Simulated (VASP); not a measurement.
# Tc (P6_3/mmc) in VASP: a series of runs

The runs below take Tc through single point, relaxation of cell and atoms, with PBEsol.

All numbers are computed with VASP 6.6.1; they aren't measurements. Logs are shortened: lines on timing, memory, paths and dates and some standing lists are left out, and cuts for length are marked.

## 1. The cell of the first run

The structure is hexagonal, space group P6_3/mmc (No. 194). Conventional cell: a = 2.722 Å, b = 2.722 Å, c = 4.364 Å, α = 90.00°, β = 90.00°, γ = 120.00°. Tc (site symmetry -6m2) has 12 Tc at 2.69 to 2.72 Å within 3.5 Å.

## 2. Single point, PBEsol

Contents of INCAR:

```
  ALGO = Normal
  EDIFF = 1E-7
  ENCUT = 520
  GGA = PS
  ISIF = 2
  ISMEAR = 1
  LASPH = True
  LCHARG = True
  LELF = True
  LREAL = False
  LVHAR = True
  LWAVE = False
  NBANDS = 20
  NELM = 100
  PREC = Accurate
  SIGMA = 0.1
```

Contents of KPOINTS:

```
k-points
0
Gamma
  10 10 6
```

Contents of POSCAR:

```
Tc
1.0
    2.7219115305      0.0000000000      0.0000000000
   -1.3609557653      2.3572445323      0.0000000000
    0.0000000000      0.0000000000      4.3643172598
Tc
2
Direct
    0.3333333333      0.6666666667      0.2500000000
    0.6666666667      0.3333333333      0.7500000000
```

Potentials or basis: VASP PAW PBE potentials, release 64 (Tc_pv).

Run with:

```
$ cat potpaw_PBE.64/Tc_pv/POTCAR > POTCAR
$ mpirun -np 1 vasp_std > vasp.out
```

OUTCAR:

```text
EDIFF = 1E-7
   ENCUT = 520
   GGA = PS
   ISIF = 2
   ISMEAR = 1
   LASPH = True
   LREAL = False
   NELM = 100
   PREC = Accurate

 ion  position               nearest neighbor table
   1  0.333  0.667  0.250-   2 2.69   2 2.69   2 2.69   2 2.69   2 2.69   2 2.69
   2  0.667  0.333  0.750-   1 2.69   1 2.69   1 2.69   1 2.69   1 2.69   1 2.69

  LATTYP: Found a hexagonal cell.
 ALAT       =     2.7219115305
 C/A-ratio  =     1.6034015841

  Lattice vectors:

 A1 = (   2.7219115305,   0.0000000000,   0.0000000000)
 A2 = (  -1.3609557653,   2.3572445323,   0.0000000000)
 A3 = (   0.0000000000,   0.0000000000,   4.3643172598)

Analysis of symmetry for initial positions (statically):
=====================================================================
 Subroutine PRICEL returns:
 Original cell was already a primitive cell.

 Routine SETGRP: Setting up the symmetry group for a
 hexagonal supercell.

 Subroutine GETGRP returns: Found 24 space group operations
 (whereof 12 operations were pure point group operations)
 out of a pool of 24 trial point group operations.

The static configuration has the point symmetry D_3d.
 The point group associated with its full space group is D_6h.

Analysis of symmetry for dynamics (positions and initial velocities):
=====================================================================
 Subroutine PRICEL returns:
 Original cell was already a primitive cell.

 Routine SETGRP: Setting up the symmetry group for a
 hexagonal supercell.

 Subroutine GETGRP returns: Found 24 space group operations
 (whereof 12 operations were pure point group operations)
 out of a pool of 24 trial point group operations.

The dynamic configuration has the point symmetry D_3d.
 The point group associated with its full space group is D_6h.

 Subroutine INISYM returns: Found 24 space group operations
 (whereof 12 operations are pure point group operations),
 and found     1 'primitive' translations

----------------------------------------------------------------------------------------

                                     Primitive cell

  volume of cell :      28.0024

  direct lattice vectors                    reciprocal lattice vectors
     2.721911530  0.000000000  0.000000000     0.367388869  0.212112063  0.000000000
[... 74 lines left out ...]
   NGX,Y,Z   is equivalent  to a cutoff of  12.22, 12.22, 12.19 a.u.
   NGXF,Y,Z  is equivalent  to a cutoff of  24.43, 24.43, 24.38 a.u.
 SYSTEM =  unknown system
   PREC   = accura    normal or accurate (medium, high low for compatibility)
   ISTART =      0    job   : 0-new  1-cont  2-samecut
   ICHARG =      2    charge: 1-file 2-atom 10-const
   ISPIN  =      1    spin polarized calculation?
   LNONCOLLINEAR =      F non collinear calculations
   LSORBIT =      F    spin-orbit coupling
   LASPH  =      T    aspherical Exc in radial PAW
   ENCUT  =  520.0 eV  38.22 Ry    6.18 a.u.   5.06  5.06  8.11*2*pi/ulx,y,z
   NELM   =    100;   NELMIN=  2; NELMDL= -5     # of ELM steps
   EDIFF  = 0.1E-06   stopping-criterion for ELM
   LREAL  =      F    real-space projection
   EDIFFG = 0.1E-05   stopping-criterion for IOM
   NSW    =      0    number of steps for IOM
   IBRION =     -1    ionic relax: 0-MD 1-quasi-New 2-CG
   NFREE  =      0    steps in history (QN), initial steepest desc. (CG)
   ISIF   =      2    stress and relaxation
   ISYM   =      2    0-nonsym 1-usesym 2-fastsym
   POTIM  = 0.5000    time-step for ionic-motion
   TEBEG  =    0.0;   TEEND  =   0.0 temperature during run
   PSTRESS=    0.0 pullay stress
   NELECT =      26.0000    total number of electrons
   NUPDOWN=      -1.0000    fix difference up-down
   EMIN   =  10.00;   EMAX   =-10.00  energy-range for DOS
   EFERMI =   0.00;   METHOD = LEGACY
   ISMEAR =     1;   SIGMA  =   0.10  broadening in eV -4-tet -1-fermi 0-gaus
   EFERMI_NEDOS =   21; number of points for ismear=-14 and -15
   IALGO  =     38    algorithm
   IMIX   =      4    mixing-type and parameters
     AMIX     =   0.40;   BMIX     =  1.00
     AMIX_MAG =   1.60;   BMIX_MAG =  1.00
  volume/ion in A,a.u.               =      14.00        94.48
  Fermi-wavevector in a.u.,A,eV,Ry     =   1.597108  3.018097 34.705116  2.550754
  Thomas-Fermi vector in A             =   2.694766
   LORBIT       =      0    0 simple, 1 ext, 2 COOP (PROOUT), +10 PAW based schemes
   GGA     = PS    functional components
   LHFCALC =     F    Hartree Fock is set to
   AEXX    =    0.0000 exact exchange contribution
   IVDW    =     0    specifies the selected vdW correction
   LEPSILON=     F    determine dielectric tensor
   LRPA    =     F    only Hartree local field effects (RPA)
 non-spin polarized calculation
 Methfessel and Paxton  Order N= 1 SIGMA  =   0.10
  energy-cutoff  :      520.00
  volume of cell :       28.00
 maximum number of plane-waves:       776
   NGX = 11   NGY = 11   NGZ = 17

 number of electron      26.0000002 magnetization

 Free energy of the ion-electron system (eV)
  ---------------------------------------------------
  ext. energy  EPLUGINS =         0.00000000
  ---------------------------------------------------
  free energy    TOTEN  =       -22.52782246 eV

  energy without entropy =      -22.52929075  energy(sigma->0) =      -22.52831189

 E-fermi :  12.8815     XC(G=0): -14.0712

 val. band max:       12.8459178289   @ k =   0.5000  -0.0000   0.3333
 cond. band min:      12.9128722380   @ k =   0.3000   0.1000   0.5000
 fundamental gap:      0.0669544091
 Fermi energy:        12.8815193696

 k-point     1 :       0.0000    0.0000    0.0000
  band No.  band energies     occupation
      1     -26.5835      2.00000
      2     -25.3695      2.00000
      3     -25.3695      2.00000
      4     -25.1689      2.00000
      5     -25.1689      2.00000
      6     -25.1459      2.00000
[... 541 lines left out ...]
     19      24.3917      0.00000
     20      25.8700      0.00000

 [... further k-points ...]
[... 5 lines left out ...]
  --------------------------------------------------------------------------------------
  -------------------------------------------------------------------------------------
  Total       -0.1046669     -0.1046669     -0.1482706      0.0000000      0.0000000     -0.0000000
  in kB       -5.9885979     -5.9885979     -8.4834148      0.0000000      0.0000000     -0.0000000
  external PRESSURE =      -6.8202035 kB  Pullay stress =       0.0000000 kB

 VOLUME and BASIS-vectors are now :
 -----------------------------------------------------------------------------
  energy-cutoff  :      520.00
  volume of cell :       28.00
      direct lattice vectors                 reciprocal lattice vectors
     2.721911530  0.000000000  0.000000000     0.367388869  0.212112063  0.000000000
    -1.360955765  2.357244532  0.000000000     0.000000000  0.424224125  0.000000000
     0.000000000  0.000000000  4.364317260     0.000000000  0.000000000  0.229130913

 POSITION                                       TOTAL-FORCE (eV/Angst)
 -----------------------------------------------------------------------------------
     -0.00000      1.57150      1.09108         0.000000      0.000000      0.000000
      1.36096      0.78575      3.27324        -0.000000     -0.000000      0.000000
 -----------------------------------------------------------------------------------
    total drift:                               -0.000000      0.000000     -0.000000

  FREE ENERGIE OF THE ION-ELECTRON SYSTEM (eV)
  ---------------------------------------------------
  free  energy   TOTEN  =       -22.5278224577 eV

  energy  without entropy=      -22.5292907533  energy(sigma->0) =      -22.52831189
```

stdout:

```text
POSCAR found type information on POSCAR Tc
 POSCAR found :  1 types and       2 ions
 scaLAPACK will be used
 -----------------------------------------------------------------------------
|                                                                             |
|                                                                             |
|     You enforced a specific xc type in the INCAR file but a different       |
|     I HOPE YOU KNOW WHAT YOU ARE DOING!                                     |
|                                                                             |
 -----------------------------------------------------------------------------

 LDA part: xc-table for (Slater+PW92), standard interpolation
 POSCAR, INCAR and KPOINTS ok, starting setup
 FFT: planning ... GRIDC
 FFT: planning ... GRID_SOFT
 FFT: planning ... GRID
 WAVECAR not read
 entering main loop
```

Run time: 9.7 s. Hardware: 1 thread of Intel Xeon 6975P-C (Granite Rapids), shared host; peak memory 0.14 GiB.

What came out:

| Item | Value |
| --- | --- |
| Free energy | -22.5278 eV |
| Pressure | -0.7 GPa |
| Band gap on the k mesh | zero (band 13 reaches 14.38 eV, above the bottom of band 14 at 11.14 eV) |

Stress tensor (GPa, compression positive):
```
-0.60  0.00  0.00
 0.00 -0.60  0.00
 0.00  0.00 -0.85
```

Caveat: the PAW data sets were made with another functional, which shifts forces and pressure a little.

## 3. Relaxation of cell and atoms, PBEsol

This run uses another cell than the first one, of 14.30 Å³/atom, 1.021 times its volume.

Contents of INCAR:

```
SYSTEM = Tc
PREC = Accurate ; ENCUT = 600
EDIFF = 1E-6 ; ISMEAR = 1
SIGMA = 0.1 ; LREAL = .FALSE.
LASPH = .TRUE. ; NELM = 100
ALGO = Normal ; ISIF = 3
LWAVE = .FALSE. ; LCHARG = .FALSE.
GGA = PS ; IBRION = 2
NSW = 80 ; EDIFFG = -0.01
```

Contents of KPOINTS:

```
Automatic mesh
0
G
  10 10 6
  0 0 0
```

Contents of POSCAR:

```
Tc
1.0
    2.7400000000      0.0000000000      0.0000000000
   -1.3700000000      2.3729100000      0.0000000000
    0.0000000000      0.0000000000      4.3980000000
Tc
2
Direct
    0.3333333333      0.6666666667      0.2500000000
    0.6666666667      0.3333333333      0.7500000000
```

Potentials or basis: VASP PAW PBE potentials, release 64 (Tc_pv).

Run with:

```
$ cat potpaw_PBE.64/Tc_pv/POTCAR > POTCAR
$ mpirun -np 1 vasp_std > vasp.out
```

OUTCAR:

```text
SYSTEM = Tc
   PREC = Accurate
   ENCUT = 600
   EDIFF = 1E-6
   ISMEAR = 1
   LREAL = .FALSE.
   LASPH = .TRUE.
   NELM = 100
   ISIF = 3
   GGA = PS
   IBRION = 2
   NSW = 80
   EDIFFG = -0.01

 ion  position               nearest neighbor table
   1  0.333  0.667  0.250-   2 2.71   2 2.71   2 2.71   2 2.71   2 2.71   2 2.71
   2  0.667  0.333  0.750-   1 2.71   1 2.71   1 2.71   1 2.71   1 2.71   1 2.71

  LATTYP: Found a hexagonal cell.
 ALAT       =     2.7400000000
 C/A-ratio  =     1.6051094891

  Lattice vectors:

 A1 = (   2.7400000000,   0.0000000000,   0.0000000000)
 A2 = (  -1.3700000000,   2.3729100000,   0.0000000000)
 A3 = (   0.0000000000,   0.0000000000,   4.3980000000)
[... 394 lines left out ...]

 number of electron      26.0000003 magnetization

 Free energy of the ion-electron system (eV)
  ---------------------------------------------------
  ext. energy  EPLUGINS =         0.00000000
  ---------------------------------------------------
  free energy    TOTEN  =       -22.52917511 eV

  energy without entropy =      -22.53069328  energy(sigma->0) =      -22.52968117

 E-fermi :  12.9161     XC(G=0): -14.0828

 val. band max:       12.8817283623   @ k =   0.5000   0.0000   0.3333
 cond. band min:      12.9457693671   @ k =   0.3000   0.1000   0.5000
 fundamental gap:      0.0640410048
 Fermi energy:        12.9160797611

 k-point     1 :       0.0000    0.0000    0.0000
  band No.  band energies     occupation
      1     -26.5547      2.00000
      2     -25.3332      2.00000
      3     -25.3332      2.00000
      4     -25.1310      2.00000
      5     -25.1310      2.00000
      6     -25.1063      2.00000
[... 457 lines left out ...]
      4     -25.6486      2.00000
      5     -25.4499      2.00000
      6     -25.3571      2.00000
[... 9 lines left out ...]
     16      16.1285      0.00000
     17      17.9651      0.00000

 [... further k-points ...]
[... 5 lines left out ...]
  --------------------------------------------------------------------------------------
  -------------------------------------------------------------------------------------
  Total        0.0170014      0.0170014      0.0181692      0.0000000      0.0000000      0.0000000
  in kB        0.9746965      0.9746968      1.0416464      0.0000000      0.0000000      0.0000000
  external PRESSURE =       0.9970133 kB  Pullay stress =       0.0000000 kB
[... 17 lines left out ...]
  FREE ENERGIE OF THE ION-ELECTRON SYSTEM (eV)
  ---------------------------------------------------
  free  energy   TOTEN  =       -22.5291751066 eV

  energy  without entropy=      -22.5306932843  energy(sigma->0) =      -22.52968117

 reached required accuracy - stopping structural energy minimisation
```

OSZICAR:

```text
N       E                     dE             d eps       ncg     rms          rms(c)
DAV:   1     0.329559991803E+03    0.32956E+03   -0.18106E+04  1904   0.180E+03
DAV:   2    -0.151564063094E+02   -0.34472E+03   -0.34116E+03  2089   0.483E+02
[... 48 lines left out ...]
   6 F= -.22529161E+02 E0= -.22529670E+02  d E =-.798355E-05
       N       E                     dE             d eps       ncg     rms          rms(c)
DAV:   1    -0.225292759835E+02   -0.11560E-03   -0.49166E-03  1912   0.606E-01    0.570E-02
DAV:   2    -0.225291941811E+02    0.81802E-04   -0.13902E-04  2040   0.103E-01    0.253E-02
DAV:   3    -0.225291749524E+02    0.19229E-04   -0.68760E-05  2237   0.584E-02    0.367E-03
DAV:   4    -0.225291751066E+02   -0.15419E-06   -0.12915E-06  1066   0.123E-02
   7 F= -.22529175E+02 E0= -.22529681E+02  d E =-.223369E-04
```

CONTCAR:

```text
Tc
   1.00000000000000
     2.7205589314303582    0.0000000000000000    0.0000000000000000
    -1.3602794657151791    2.3560735323560764   -0.0000000000000000
    -0.0000000000000000    0.0000000000000000    4.3599251702117199
  Tc
     2
Direct
     0.3333333332999970    0.6666666667000030    0.2500000000000000
     0.6666666667000030    0.3333333332999970    0.7500000000000000

  0.00000000E+00  0.00000000E+00  0.00000000E+00
  0.00000000E+00  0.00000000E+00  0.00000000E+00
```

Run time: 40 s. Hardware: 1 thread of Intel Xeon 6975P-C (Granite Rapids), shared host; peak memory 0.17 GiB.

What came out:

```yaml
Free_energy: -22.5292 eV
Relaxed_volume: 13.97 Å³/atom
Relaxed_cell: a = 2.721 Å, b = 2.721 Å, c = 4.360 Å, α = 90.00°, β = 90.00°, γ = 120.00°
Space_group_after_relaxing_to_0.05_Å: P6_3/mmc (No. 194)
Energy_gained_by_relaxing: 7.2 meV/atom
Ionic_steps: 7
Pressure_after_relaxing: 0.1 GPa
Band_gap_on_the_k_mesh: zero (band 13 reaches 14.42 eV, above the bottom of band 14 at 11.17 eV)
```

Step by step:
```csv
step,energy change (eV),largest force (eV/Å),pressure (GPa),volume (Å³)
1,0.0000,0.0000,-7.05,28.59
2,0.1340,0.0000,26.90,26.07
3,-0.0144,0.0000,-0.12,27.97
4,-0.0144,0.0000,-0.06,27.96
5,-0.0144,0.0000,0.10,27.95
6,-0.0144,0.0000,0.10,27.95
7,-0.0145,0.0000,0.10,27.95
```

Final structure:
```
Tc
1.0
     2.72056    0.00000    0.00000
    -1.36028    2.35607    0.00000
     0.00000    0.00000    4.35993
Tc
2
Direct
  0.33333 0.66667 0.25000
  0.66667 0.33333 0.75000
```

Caveat: the PAW data sets were made with another functional, which shifts forces and pressure a little.
